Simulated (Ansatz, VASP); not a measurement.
## One calculation of Ti3Al, two programs

```
Ti Al
1.0
     4.05029    0.00000    0.00000
     0.00000    4.05029    0.00000
     0.00000    0.00000    4.05029
Ti Al
3 1
Direct
  0.00000 0.50000 0.00000
  0.00000 0.00000 0.50000
  0.50000 0.00000 0.00000
  0.50000 0.50000 0.50000
```

Alike in both runs: task single point; functional PBE; k mesh 4 × 4 × 4; occupations gaussian, width 0.1 eV; collinear spin.

|  | VASP | Ansatz |
| --- | --- | --- |
| version | VASP 6.6.1 | Ansatz 0.2.0 |
| potentials or method | VASP PAW PBE potentials, release 64 (Ti_sv, Al), cutoff 520 eV | scalar-relativistic, plane waves, PAW |
| valence electrons in the cell | 39 | 39 |

```csv
,VASP,Ansatz,Ansatz less VASP
gap on the k mesh at the Fermi level (eV),none,none,-
pressure (GPa),-0.1,0.1,+0.15
net moment per atom (μB),0.05,0.05,+0.003
size of the moment on the site where the two differ most (μB),0.05,0.05,+0.006
```

Site moments also hang on the region over which each program counts them. A gap of «none» marks a metal or a gap that the smearing closes. Ansatz's warnings: seeded moment not kept.

The k mesh is coarse, so the values compare programs but aren't converged.
